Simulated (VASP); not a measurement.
Write the native input for VASP 6.6.1 that does the following.

```
Task                   : relaxation of cell and atoms
Functional             : PBE
Potentials or basis    : VASP PAW PBE potentials, release 64 (Ga_d, N)
Cutoff                 : 600 eV
k mesh                 : 14 × 14 × 14
Occupations            : fermi-dirac, width 0.08 eV
Spin                   : no spin polarisation
Target pressure        : 18 GPa
Dipole correction      : no
Further INCAR settings : ALGO = Normal; EDIFF = 1e-06; IBRION = 2; EDIFFG = -0.005; NSW = 32; ISIF = 3
```

The structure of GaN (CsCl type) lies in POSCAR:

```
GaN
1.0
    2.6552822970      0.0000000000      0.0000000000
    0.0000000000      2.6552822970      0.0000000000
    0.0000000000      0.0000000000      2.6552822970
Ga N
1 1
Direct
    0.0000000000      0.0000000000      0.0000000000
    0.5000000000      0.5000000000      0.5000000000
```

One way to write it, as run:

INCAR

```
  PREC = Accurate
  ENCUT = 600
  EDIFF = 1E-6
  ISMEAR = -1
  SIGMA = 0.08
  LREAL = False
  LASPH = True
  NELM = 80
  ALGO = Normal
  ISIF = 3
  LWAVE = False
  LCHARG = False
  GGA = PE
  IBRION = 2
  NSW = 32
  EDIFFG = -0.005
  PSTRESS = 180.0
```

KPOINTS

```
regular mesh
0
Gamma
  14 14 14
```

Potentials or basis: VASP PAW PBE potentials, release 64 (Ga_d, N).

Launch:

```sh
$ cat potpaw_PBE.64/Ga_d/POTCAR potpaw_PBE.64/N/POTCAR > POTCAR
$ mpirun -np 1 vasp_std > vasp.out
```

Results of the run:

```json
{
 "Relaxed volume": "9.39 Å³/atom",
 "Relaxed cell": "a = 2.658 Å, b = 2.658 Å, c = 2.658 Å, α = 90.00°, β = 90.00°, γ = 90.00°",
 "Space group after relaxing (to 0.05 Å)": "Pm-3m (No. 221)",
 "Energy change on relaxing (the enthalpy is what falls)": "-2.9 meV/atom",
 "Ionic steps": "3",
 "Pressure after relaxing": "18.0 GPa",
 "Band gap on the k mesh": "zero (band 9 reaches 9.18 eV, above the bottom of band 10 at 7.70 eV)"
}
```

Caveat: the cell is relaxed towards a set pressure, so the enthalpy falls and the energy may rise.

Run time: 36 s on 1 thread of Intel Xeon 6975P-C, with other jobs on the host, peak memory 0.17 GiB.
